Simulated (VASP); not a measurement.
# Mo: single point with PBE

Crystal: Mo.

```
Mo
1.0
     2.72386   -0.01368   -0.00129
    -1.37377    2.37257   -0.00064
    -0.00120   -0.00138    2.53137
Mo
1
Cartesian
  -0.0006 -0.0007 1.2657
```

This cell differs from its parent crystal: the cell strained at random.

* Program: VASP 6.6.1
* Task: single point
* Functional: PBE
* Potentials or basis: VASP PAW PBE potentials, release 64 (Mo_sv)
* Cutoff: 520 eV
* k mesh: 16 × 16 × 14
* Occupations: gaussian, width 0.1 eV
* Spin: no spin polarisation
* Dipole correction: no
* Further INCAR settings: ALGO = Fast; EDIFF = 1e-06; NBANDS = 13

* Pressure: 7.1 GPa
* Band gap on the k mesh: zero (band 7 reaches 12.88 eV, above the bottom of band 8 at 10.89 eV)

Stress tensor (GPa, compression positive):
```
 9.67 -0.29 -0.09
-0.29  9.87 -0.11
-0.09 -0.11  1.78
```

Levels at points of the mesh, in eV from the Fermi level:
```
           k point  band 3  band 4  band 5  band 6  band 7  band 8  band 9  band 10  band 11  band 12
(0.00, 0.00, 0.00)  -34.32  -34.21   -6.85   -4.43   -1.09   -0.86    4.18     4.22    12.94    16.06
(0.50, 0.00, 0.00)  -34.69  -34.05   -5.05   -3.19    1.05    1.11    3.48     4.44    10.35    13.33
(0.00, 0.50, 0.00)  -34.65  -34.05   -5.03   -3.23    1.01    1.07    3.54     4.40    10.23    13.55
(0.50, 0.50, 0.00)  -34.64  -34.05   -5.02   -3.24    0.98    1.07    3.56     4.39    10.19    13.62
(0.00, 0.00, 0.50)  -34.17  -34.15   -3.73   -0.22    0.00    0.07    0.70     0.77    10.40    16.14
(0.50, 0.00, 0.50)  -35.49  -34.49   -5.46   -3.45   -0.62    4.81    6.17     6.51     7.45    16.32
(0.00, 0.50, 0.50)  -35.47  -34.46   -5.47   -3.45   -0.52    4.77    6.14     6.46     7.33    16.44
(0.50, 0.50, 0.50)  -35.47  -34.45   -5.47   -3.45   -0.49    4.76    6.13     6.45     7.29    16.48
```

Wall time 6.5 min on 1 thread of Intel Xeon 8259CL, with other jobs on the host, peak memory 0.44 GiB.

Caveat: the cell differs from its parent crystal (the cell strained at random).
